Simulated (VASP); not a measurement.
# Sn (Fd-3m) in VASP: further runs

The runs below take Sn through electric field gradients, with PBE.

All numbers are computed with VASP 6.6.1; they aren't measurements. Logs are shortened: lines on timing, memory, paths and dates and some standing lists are left out, and cuts for length are marked.

## Step 1: The cell of the first run

The structure is cubic, space group Fd-3m (No. 227). The conventional cell has a = 6.360 Å, b = 6.360 Å, c = 6.360 Å, α = 90.00°, β = 90.00°, γ = 90.00°. Within 3.6 Å of Sn (site symmetry -43m) lie 4 Sn at 2.75 Å.

## Step 2: Electric field gradients, PBE (volume scaled by 0.9405)

Input file INCAR:

```
SYSTEM = Sn
ALGO     = Normal         ! electronic algorithm
EDIFF    = 1E-8           ! SCF threshold, eV
ENCUT    = 520            ! plane-wave cutoff, eV
GGA      = PE             ! functional
ISIF     = 2              ! what is computed and relaxed
ISMEAR   = -1             ! smearing method
LASPH    = .True.         ! aspherical terms in the spheres
LCHARG   = .False.        ! write CHGCAR
LEFG     = .True.       
LREAL    = .False.        ! projectors in reciprocal space
LWAVE    = .False.        ! write WAVECAR
NBANDS   = 21             ! bands
NELM     = 60             ! most SCF steps
PREC     = Accurate       ! precision mode
SIGMA    = 0.03           ! smearing width, eV
```

Input file KPOINTS:

```
k-points
0
Gamma
  9 9 9
  0 0 0
```

Input file POSCAR:

```
Sn
1.0
    0.0000000000      3.1799082881      3.1799082881
    3.1799082881      0.0000000000      3.1799082881
    3.1799082881      3.1799082881      0.0000000000
Sn
2
Direct
    0.5000000000      0.5000000000      0.5000000000
    0.7500000000      0.7500000000      0.7500000000
```

Potentials or basis: VASP PAW PBE potentials, release 64 (Sn_d).

On the command line:

```bash
$ cat potpaw_PBE.64/Sn_d/POTCAR > POTCAR
$ mpirun -np 1 vasp_std > vasp.out
```

OUTCAR:

```text
SYSTEM = Sn
   EDIFF = 1E-8
   ENCUT = 520
   GGA = PE
   ISIF = 2
   ISMEAR = -1
   LASPH = .True.
   LREAL = .False.
   NELM = 60
   PREC = Accurate

 ion  position               nearest neighbor table
   1  0.500  0.500  0.500-   2 2.75   2 2.75   2 2.75   2 2.75
   2  0.750  0.750  0.750-   1 2.75   1 2.75   1 2.75   1 2.75

  LATTYP: Found a face centered cubic cell.
 ALAT       =     6.3598165762

  Lattice vectors:

 A1 = (   0.0000000000,   3.1799082881,   3.1799082881)
 A2 = (   3.1799082881,   0.0000000000,   3.1799082881)
 A3 = (   3.1799082881,   3.1799082881,   0.0000000000)

Analysis of symmetry for initial positions (statically):
=====================================================================
 Subroutine PRICEL returns:
 Original cell was already a primitive cell.

 Routine SETGRP: Setting up the symmetry group for a
 face centered cubic supercell.

 Subroutine GETGRP returns: Found 48 space group operations
 (whereof 24 operations were pure point group operations)
 out of a pool of 48 trial point group operations.

The static configuration has the point symmetry T_d .
 The point group associated with its full space group is O_h .

Analysis of symmetry for dynamics (positions and initial velocities):
=====================================================================
 Subroutine PRICEL returns:
 Original cell was already a primitive cell.

 Routine SETGRP: Setting up the symmetry group for a
 face centered cubic supercell.

 Subroutine GETGRP returns: Found 48 space group operations
 (whereof 24 operations were pure point group operations)
 out of a pool of 48 trial point group operations.

The dynamic configuration has the point symmetry T_d .
 The point group associated with its full space group is O_h .

 Subroutine INISYM returns: Found 48 space group operations
 (whereof 24 operations are pure point group operations),
 and found     1 'primitive' translations

----------------------------------------------------------------------------------------

                                     Primitive cell

  volume of cell :      64.3093

  direct lattice vectors                    reciprocal lattice vectors
[... 115 lines left out ...]
   IVDW    =     0    specifies the selected vdW correction
   LEPSILON=     F    determine dielectric tensor
   LRPA    =     F    only Hartree local field effects (RPA)
 non-spin polarized calculation
  energy-cutoff  :      520.00
  volume of cell :       64.31
 maximum number of plane-waves:      1759
 NGX is ok and might be reduce to    36
   NGX = 17   NGY = 17   NGZ = 17

 number of electron      28.0000004 magnetization

 Free energy of the ion-electron system (eV)
  ---------------------------------------------------
  ext. energy  EPLUGINS =         0.00000000
  ---------------------------------------------------
  free energy    TOTEN  =        -7.51577333 eV

  energy without entropy =       -7.51538084  energy(sigma->0) =       -7.51557709

 E-fermi :   6.3823     XC(G=0):  -9.1437

 val. band max:        6.1376467152   @ k =   0.1111   0.0000   0.0000
 cond. band min:       6.3956524052   @ k =   0.0000   0.0000   0.0000
 fundamental gap:      0.2580056900
 Fermi energy:         6.3823388715

 k-point     1 :       0.0000    0.0000    0.0000
  band No.  band energies     occupation
      1     -15.5099      2.00000
      2     -15.5099      2.00000
      3     -15.5099      2.00000
      4     -15.4415      2.00000
      5     -15.4415      2.00000
      6     -15.0792      2.00000
[... 565 lines left out ...]
     20      16.6559      0.00000
     21      16.6673      0.00000

 [... further k-points ...]
[... 5 lines left out ...]
  --------------------------------------------------------------------------------------
  -------------------------------------------------------------------------------------
  Total        2.6937387      2.6937387      2.6937387      0.0000000      0.0000000      0.0000000
  in kB       67.1107774     67.1107774     67.1107774      0.0000000      0.0000000      0.0000000
  external PRESSURE =      67.1107774 kB  Pullay stress =       0.0000000 kB

 VOLUME and BASIS-vectors are now :
 -----------------------------------------------------------------------------
  energy-cutoff  :      520.00
  volume of cell :       64.31
      direct lattice vectors                 reciprocal lattice vectors
     0.000000000  3.179908288  3.179908288    -0.157237239  0.157237239  0.157237239
     3.179908288  0.000000000  3.179908288     0.157237239 -0.157237239  0.157237239
     3.179908288  3.179908288  0.000000000     0.157237239  0.157237239 -0.157237239

 POSITION                                       TOTAL-FORCE (eV/Angst)
 -----------------------------------------------------------------------------------
      3.17991      3.17991      3.17991         0.000000      0.000000      0.000000
      4.76986      4.76986      4.76986        -0.000000     -0.000000     -0.000000
 -----------------------------------------------------------------------------------
    total drift:                                0.000000      0.000000      0.000000

  FREE ENERGIE OF THE ION-ELECTRON SYSTEM (eV)
  ---------------------------------------------------
  free  energy   TOTEN  =        -7.5157733337 eV

  energy  without entropy=       -7.5153808449  energy(sigma->0) =       -7.51557709

 Electric field gradients (V/A^2)
---------------------------------------------------------------------
 ion       V_xx      V_yy      V_zz      V_xy      V_xz      V_yz
---------------------------------------------------------------------
   1      -0.000    -0.000     0.000    -0.002    -0.002    -0.002
   2      -0.000    -0.000     0.000    -0.002    -0.002    -0.002
---------------------------------------------------------------------

 Electric field gradients after diagonalization (V/A^2)
 (convention: |V_zz| > |V_xx| > |V_yy|)
----------------------------------------------------------------------
 ion       V_xx      V_yy      V_zz     asymmetry (V_yy - V_xx)/ V_zz
----------------------------------------------------------------------
   1       0.002     0.002    -0.004       0.000
   2       0.002     0.002    -0.004       0.000
----------------------------------------------------------------------

           NMR quadrupolar parameters

 Cq : quadrupolar parameter    Cq=e*Q*V_zz/h
 eta: asymmetry parameters     (V_yy - V_xx)/ V_zz
 Q  : nuclear electric quadrupole moment in mb (millibarn)
----------------------------------------------------------------------
 ion       Cq(MHz)       eta       Q (mb)
----------------------------------------------------------------------
   1      -0.000       0.000       1.000
   2      -0.000       0.000       1.000
----------------------------------------------------------------------
```

Wall time 60 s (1 thread of Intel Xeon Platinum 8259CL at 2.50GHz (Skylake/Cascade Lake), shared host); peak memory 0.21 GiB.

Results:

```yaml
Free_energy: -7.5158 eV
Pressure: 6.7 GPa
Band_gap_on_the_k_mesh: zero (filled and empty bands touch)
```

Caveat: without QUAD_EFG the Cq values of the log hold for a quadrupole moment of 1 mb, not for the nuclei; spin-orbit coupling is left out, which moves the levels of the heavy elements.

## Step 3: Electric field gradients, PBE (volume scaled by 0.96)

Input file INCAR:

```
SYSTEM = Sn
  ALGO = Normal
  EDIFF = 1E-8
  ENCUT = 520
  GGA = PE
  ISIF = 2
  ISMEAR = -1
  LASPH = .True.
  LCHARG = .False.
  LEFG = .True.
  LREAL = .False.
  LWAVE = .False.
  NBANDS = 21
  NELM = 100
  PREC = Accurate
  SIGMA = 0.03
```

KPOINTS is that of step 2.

Input file POSCAR:

```
Sn
1.0
    0.0000000000      3.2017351634      3.2017351634
    3.2017351634      0.0000000000      3.2017351634
    3.2017351634      3.2017351634      0.0000000000
Sn
2
Direct
    0.5000000000      0.5000000000      0.5000000000
    0.7500000000      0.7500000000      0.7500000000
```

Potentials or basis: VASP PAW PBE potentials, release 64 (Sn_d).

On the command line:

```bash
$ cat potpaw_PBE.64/Sn_d/POTCAR > POTCAR
$ mpirun -np 1 vasp_std > vasp.out
```

OUTCAR:

```text
SYSTEM = Sn
   EDIFF = 1E-8
   ENCUT = 520
   GGA = PE
   ISIF = 2
   ISMEAR = -1
   LASPH = .True.
   LREAL = .False.
   NELM = 100
   PREC = Accurate

 ion  position               nearest neighbor table
   1  0.500  0.500  0.500-   2 2.77   2 2.77   2 2.77   2 2.77
   2  0.750  0.750  0.750-   1 2.77   1 2.77   1 2.77   1 2.77

  LATTYP: Found a face centered cubic cell.
 ALAT       =     6.4034703268

  Lattice vectors:

 A1 = (   0.0000000000,   3.2017351634,   3.2017351634)
 A2 = (   3.2017351634,   0.0000000000,   3.2017351634)
 A3 = (   3.2017351634,   3.2017351634,   0.0000000000)

Analysis of symmetry for initial positions (statically):
=====================================================================
 Subroutine PRICEL returns:
 Original cell was already a primitive cell.

 Routine SETGRP: Setting up the symmetry group for a
 face centered cubic supercell.

 Subroutine GETGRP returns: Found 48 space group operations
 (whereof 24 operations were pure point group operations)
 out of a pool of 48 trial point group operations.

The static configuration has the point symmetry T_d .
 The point group associated with its full space group is O_h .

Analysis of symmetry for dynamics (positions and initial velocities):
=====================================================================
 Subroutine PRICEL returns:
 Original cell was already a primitive cell.

 Routine SETGRP: Setting up the symmetry group for a
 face centered cubic supercell.

 Subroutine GETGRP returns: Found 48 space group operations
 (whereof 24 operations were pure point group operations)
 out of a pool of 48 trial point group operations.

The dynamic configuration has the point symmetry T_d .
[... 150 lines left out ...]
 val. band max:        5.9148426694   @ k =   0.1111   0.0000   0.0000
 cond. band min:       6.1643199228   @ k =   0.0000   0.0000   0.0000
 fundamental gap:      0.2494772535
 Fermi energy:         6.1250324792

 k-point     1 :       0.0000    0.0000    0.0000
  band No.  band energies     occupation
      1     -15.6922      2.00000
      2     -15.6922      2.00000
      3     -15.6922      2.00000
      4     -15.6269      2.00000
      5     -15.6269      2.00000
      6     -15.2835      2.00000
[... 565 lines left out ...]
     20      16.2756      0.00000
     21      16.3740      0.00000

 [... further k-points ...]
[... 5 lines left out ...]
  --------------------------------------------------------------------------------------
  -------------------------------------------------------------------------------------
  Total        2.2169798      2.2169798      2.2169798      0.0000000      0.0000000      0.0000000
  in kB       54.1110674     54.1110674     54.1110674      0.0000000      0.0000000      0.0000000
  external PRESSURE =      54.1110674 kB  Pullay stress =       0.0000000 kB

 VOLUME and BASIS-vectors are now :
 -----------------------------------------------------------------------------
  energy-cutoff  :      520.00
  volume of cell :       65.64
      direct lattice vectors                 reciprocal lattice vectors
     0.000000000  3.201735163  3.201735163    -0.156165321  0.156165321  0.156165321
     3.201735163  0.000000000  3.201735163     0.156165321 -0.156165321  0.156165321
     3.201735163  3.201735163  0.000000000     0.156165321  0.156165321 -0.156165321

 POSITION                                       TOTAL-FORCE (eV/Angst)
 -----------------------------------------------------------------------------------
      3.20174      3.20174      3.20174        -0.000000     -0.000000     -0.000000
      4.80260      4.80260      4.80260         0.000000      0.000000      0.000000
 -----------------------------------------------------------------------------------
    total drift:                                0.000000      0.000000      0.000000

  FREE ENERGIE OF THE ION-ELECTRON SYSTEM (eV)
  ---------------------------------------------------
  free  energy   TOTEN  =        -7.5665415634 eV

  energy  without entropy=       -7.5660936718  energy(sigma->0) =       -7.56631762

 Electric field gradients (V/A^2)
---------------------------------------------------------------------
 ion       V_xx      V_yy      V_zz      V_xy      V_xz      V_yz
---------------------------------------------------------------------
   1      -0.000    -0.000    -0.000    -0.001    -0.001    -0.001
   2       0.000    -0.000    -0.000    -0.001    -0.001    -0.001
---------------------------------------------------------------------

 Electric field gradients after diagonalization (V/A^2)
 (convention: |V_zz| > |V_xx| > |V_yy|)
----------------------------------------------------------------------
 ion       V_xx      V_yy      V_zz     asymmetry (V_yy - V_xx)/ V_zz
----------------------------------------------------------------------
   1       0.001     0.001    -0.003       0.000
   2       0.001     0.001    -0.003       0.000
----------------------------------------------------------------------

           NMR quadrupolar parameters

 Cq : quadrupolar parameter    Cq=e*Q*V_zz/h
 eta: asymmetry parameters     (V_yy - V_xx)/ V_zz
 Q  : nuclear electric quadrupole moment in mb (millibarn)
----------------------------------------------------------------------
 ion       Cq(MHz)       eta       Q (mb)
----------------------------------------------------------------------
   1      -0.000       0.000       1.000
   2      -0.000       0.000       1.000
----------------------------------------------------------------------
```

stdout:

```text
POSCAR found type information on POSCAR Sn
 POSCAR found :  1 types and       2 ions
 scaLAPACK will be used
 LDA part: xc-table for (Slater+PW92), standard interpolation
 POSCAR, INCAR and KPOINTS ok, starting setup
 FFT: planning ... GRIDC
 FFT: planning ... GRID_SOFT
 FFT: planning ... GRID
 WAVECAR not read
 entering main loop
ion   1

ion   2
```

Wall time 49 s (1 thread of Intel Xeon Platinum 8259CL at 2.50GHz (Skylake/Cascade Lake), shared host); peak memory 0.21 GiB.

What came out:

| Quantity | Value |
| --- | --- |
| Free energy | -7.5665 eV |
| Pressure | 5.4 GPa |
| Band gap on the k mesh | zero (filled and empty bands touch) |

Caveat: without QUAD_EFG the Cq values of the log hold for a quadrupole moment of 1 mb, not for the nuclei; spin-orbit coupling is left out, which moves the levels of the heavy elements.
